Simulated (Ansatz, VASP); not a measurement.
Two plane-wave programs on MoS2

INCAR

```
ALGO     = Normal         # electronic algorithm
EDIFF    = 1E-6           # SCF threshold, eV
ENCUT    = 520            # plane-wave cutoff, eV
GGA      = PE             # functional
ISIF     = 2              # what is computed and relaxed
ISMEAR   = 0              # smearing method
IVDW     = 12             # dispersion correction
LASPH    = True           # aspherical terms in the spheres
LCHARG   = False          # write CHGCAR
LREAL    = False          # projectors in reciprocal space
LWAVE    = False          # write WAVECAR
NBANDS   = 20             # bands
NELM     = 60             # most SCF steps
PREC     = Accurate       # precision mode
SIGMA    = 0.05           # smearing width, eV
```

Contents of KPOINTS:

```
k-points
0
Gamma
  12 12 12
```

The input POSCAR:

```
MoS2
1.0
    1.6237686103      0.9374832442      6.1764310353
   -1.6237686103      0.9374832442      6.1764310353
    0.0000000000     -1.8749664885      6.1764310353
Mo S
1 2
Direct
    0.0000172715      0.0000172715      0.0000172715
    0.7535591261      0.7535591261      0.7535591261
    0.5797236024      0.5797236024      0.5797236024
```

Input for Ansatz:

```yaml
crystal:
  lattice:
    - [1.6237686103, 0.9374832442, 6.1764310353]
    - [-1.6237686103, 0.9374832442, 6.1764310353]
    - [0.0, -1.8749664885, 6.1764310353]
  atoms:
    - { symbol: Mo, position: [1.72715e-05, 1.72715e-05, 1.72715e-05] }
    - { symbol: S, position: [0.7535591261, 0.7535591261, 0.7535591261] }
    - { symbol: S, position: [0.5797236024, 0.5797236024, 0.5797236024] }
basis:
  ecutwfc: 420
kpoints:
  mp_grid: { grid: [12, 12, 12] }
hamiltonian:
  xc: pbe
  dispersion: d3bj
scf:
  occupations: { method: gaussian, width: 0.05 }
output:
  forces: true
  stress: true
  eigenvalues: true
```

Change from the starting cell: strain +0.030 along x and y, +0.030 along z, atoms carried along.

Alike in both runs: task single point; functional PBE; dispersion D3(BJ); k mesh 12 × 12 × 12; occupations gaussian, width 0.05 eV; no spin polarisation.

|  | VASP | Ansatz |
| --- | --- | --- |
| version | VASP 6.6.1 | Ansatz 0.2.0 |
| potentials or method | VASP PAW PBE potentials, release 64 (Mo_sv, S), cutoff 520 eV | scalar-relativistic, plane waves, PAW |
| valence electrons in the cell | 26 | 26 |

VASP gave:

| Item | Value |
| --- | --- |
| gap on the k mesh at the Fermi level (eV) | 0.87 |
| least direct gap on the mesh (eV) | 1.56 |
| pressure (GPa) | -11.5 |
| traceless stress, the component that is largest in VASP (GPa) | -0.93 |
| rms of the force components (eV/Å) | 0.591 |

Question: Estimate Ansatz's values.

Answer: gap on the k mesh at the Fermi level (eV): 0.86; least direct gap on the mesh (eV): 1.56; pressure (GPa): -11.4; traceless stress, the component that is largest in VASP (GPa): -0.91; rms of the force components (eV/Å): 0.587.

Atom by atom the forces differ by 0.004 eV/Å (rms over components).
